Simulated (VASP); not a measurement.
A run of VASP 6.6.1 is set up as follows.

INCAR

```
SYSTEM = InP
  ALGO = Normal
  EDIFF = 1E-6
  ENCUT = 520
  GGA = PE
  ISIF = 2
  ISMEAR = -1
  LASPH = .True.
  LCHARG = .True.
  LELF = .True.
  LREAL = .False.
  LVHAR = .True.
  LWAVE = .False.
  NBANDS = 16
  NELM = 100
  PREC = Accurate
  SIGMA = 0.15
```

Contents of KPOINTS:

```
k-points
0
Gamma
  14 14 14
  0 0 0
```

POSCAR

```
InP
1.0
    0.0000000000      2.7533771579      2.7533771579
    2.7533771579      0.0000000000      2.7533771579
    2.7533771579      2.7533771579      0.0000000000
In P
1 1
Direct
    0.0000000000      0.0000000000      0.0000000000
    0.5000000000      0.5000000000      0.5000000000
```

Potentials or basis: VASP PAW PBE potentials, release 64 (In_d, P).

Command:

```console
$ cat potpaw_PBE.64/In_d/POTCAR potpaw_PBE.64/P/POTCAR > POTCAR
$ mpirun -np 1 vasp_std > vasp.out
```

(1) Estimate the pressure.

(2) Estimate the band gap on the k mesh.

Answers

(1) 1.5 GPa.

(2) zero (bands 9 and 10 overlap by 2.70 eV).

Caveat: spin-orbit coupling is left out, which moves the levels of the heavy elements.
